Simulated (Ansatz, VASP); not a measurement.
**One calculation of Tc, two programs**

```
Tc
1.0
     0.00000    1.91778    1.91778
     1.91778    0.00000    1.91778
     1.91778    1.91778    0.00000
Tc
1
Direct
  0.00000 0.00000 0.00000
```

Alike in both runs: functional PBEsol; k mesh 10 × 10 × 10; no spin polarisation.

Ansatz relaxed the structure, and its values are those at the end. VASP's run is a single point on that final structure, the one shown.

```csv
,VASP,Ansatz
version,VASP 6.6.1,Ansatz 0.2.0
potentials or method,"VASP PAW PBE potentials, release 64 (Tc_pv), cutoff 520 eV","plane waves, PAW"
occupations,"methfessel-paxton of order 1, width 0.1 eV",cold
valence electrons in the cell,13,15
```

Ansatz gave:

* pressure (GPa): 0.0

**Question.** Which values does VASP return?

**Answer.** Pressure (GPa): -0.9.

VASP's potentials were made for PBE, not for PBEsol. VASP's potentials hold 13 valence electrons a cell and Ansatz's 15, so a difference there can come from the potentials and not from the codes.
